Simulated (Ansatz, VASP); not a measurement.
## Cu in VASP and in Ansatz

```
CELL_PARAMETERS angstrom
-2.28301 2.28301 1.19291
2.28301 -2.28301 1.19291
2.28301 2.28301 -1.19291
ATOMIC_POSITIONS crystal
Cu 0.00000 0.00000 0.00000
Cu 0.75000 0.25000 0.50000
```

Alike in both runs: task relaxation of cell and atoms; functional PBEsol; k mesh 26 × 26 × 26; occupations gaussian, width 0.1 eV; no spin polarisation.

```csv
,VASP,Ansatz
version,VASP 6.6.1,Ansatz 0.2.0
potentials or method,"VASP PAW PBE potentials, release 64 (Cu), cutoff 600 eV","scalar-relativistic, plane waves, PAW"
valence electrons in the cell,22,38
```

|  | VASP | Ansatz | Ansatz less VASP |
| --- | --- | --- | --- |
| gap on the k mesh at the Fermi level, each at its own relaxed structure (eV) | none | none | - |
| relaxed volume (Å³/atom) | 12.51 | 12.44 | -0.071 |
| relaxed length of the cell vector where the two differ most in proportion (Å) | 3.443 | 3.436 | -0.0068 |

VASP's potentials were made for PBE, not for PBEsol. A gap of «none» marks a metal or a gap that the smearing closes. VASP's potentials hold 22 valence electrons a cell and Ansatz's 38, so a difference there can come from the potentials and not from the codes.
